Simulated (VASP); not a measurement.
Write the native input for VASP 6.6.1 that does the following.

- Task: single point
- Functional: PBEsol
- Potentials or basis: VASP PAW PBE potentials, release 64 (K_sv, Ta_pv, O, Sb)
- Cutoff: 520 eV
- k mesh: 1 × 1 × 1, shifted
- Occupations: fermi-dirac, width 0.05 eV
- Spin: collinear spin
- Starting moments: [0.0, 0.0, 1.0, 1.0, 0.0, 0.0, 0.0, 0.0, 1.0] μB
- Dipole correction: no
- Mended: yes
- Further INCAR settings: ALGO = Normal; EDIFF = 1e-06; NBANDS = 48; ISYM = -1

The structure of K2Ta2SbO4 (a cell with a defect) lies in POSCAR:

```
K2Ta2SbO4
1.0
    7.9708780000      0.0000000000      0.0000000000
    0.0000000000      3.9854390000      0.0000000000
    0.0000000000      0.0000000000      3.9854390000
K Ta O Sb
2 2 4 1
Direct
    0.0006740000      0.0039730000      0.0025980000
    0.5006170000      0.9964650000      0.0070350000
    0.2517200000      0.4972190000      0.5006860000
    0.7493560000      0.5051750000      0.4987980000
    0.7498220000      0.5040820000      0.9964300000
    0.0007950000      0.5052920000      0.4987210000
    0.2520990000      0.0025140000      0.5001260000
    0.7537790000      0.9951470000      0.4962230000
    0.4990620000      0.4961400000      0.5004240000
```

These files were run (other wordings do the same):

INCAR

```
SYSTEM = K2Ta2SbO4
  ALGO = Normal
  EDIFF = 1E-6
  ENCUT = 520
  GGA = PS
  GGA_COMPAT = .FALSE.
  ISIF = 2
  ISMEAR = -1
  ISPIN = 2
  ISYM = -1
  LASPH = .TRUE.
  LCHARG = .FALSE.
  LMAXMIX = 4
  LORBIT = 11
  LREAL = .FALSE.
  LWAVE = .FALSE.
  MAGMOM = 0 0 1 1 0 0 0 0 1
  NBANDS = 48
  NELM = 200
  PREC = Accurate
  SIGMA = 0.05
```

KPOINTS

```
explicit points
1
Reciprocal
  0.25000000   0.25000000   0.25000000 1
```

Potentials or basis: VASP PAW PBE potentials, release 64 (K_sv, Ta_pv, O, Sb).

Launch:

```bash
$ cat potpaw_PBE.64/K_sv/POTCAR potpaw_PBE.64/Ta_pv/POTCAR potpaw_PBE.64/O/POTCAR potpaw_PBE.64/Sb/POTCAR > POTCAR
$ mpirun -np 1 vasp_std > vasp.out
```

It gave:

- Pressure: 61.8 GPa
- Largest force: 27.420 eV/Å
- Net moment: 0.99 μB per cell
- Site moments: K +0.01, -0.00; Ta +0.44, +0.10; O -0.00, +0.08, -0.01 (each value once); Sb +0.17 μB
- Valence electrons inside the program's atomic spheres: K 7.59, 7.72; Ta 9.36, 9.42; O 5.04, 5.03, 5.05 (each value once); Sb 3.51

Caveat: atoms lie so close that the PAW spheres overlap strongly, which falsifies energies and pressures; the PAW data sets were made with another functional, which shifts forces and pressure a little.

It took 36 s on 1 thread of Intel(R) Xeon(R) Platinum 8488C (Sapphire Rapids), with other jobs on the host, peak memory 0.25 GiB.
